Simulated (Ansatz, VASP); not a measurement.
**One calculation of SnO, two programs**

```
Sn O
1.0
     3.83710    0.00000    0.00000
     0.00000    3.83710    0.00000
     0.00000    0.00000    4.76213
Sn O
2 2
Direct
  0.00000 0.50000 0.24324
  0.50000 0.00000 0.75676
  0.04607 0.04607 0.00000
  0.50000 0.50000 0.00000
```

Alike in both runs: task single point; functional PBE; dispersion D3(BJ); k mesh 12 × 12 × 10; occupations gaussian, width 0.15 eV; no spin polarisation.

```csv
,VASP,Ansatz
version,VASP 6.6.1,Ansatz 0.2.0
potentials or method,"VASP PAW PBE potentials, release 64 (Sn_d, O), cutoff 520 eV","scalar-relativistic, plane waves, PAW"
valence electrons in the cell,40,40
```

|  | VASP | Ansatz | Ansatz less VASP |
| --- | --- | --- | --- |
| gap on the k mesh at the Fermi level (eV) | none | none | - |
| pressure (GPa) | 2.1 | 1.8 | -0.23 |
| traceless stress, the component that is largest in VASP (GPa) | 1.64 | 1.56 | -0.087 |
| rms of the force components (eV/Å) | 0.727 | 0.713 | -0.0140 |

Atom by atom the forces differ by 0.036 eV/Å (rms over components). A gap of «none» marks a metal or a gap that the smearing closes.
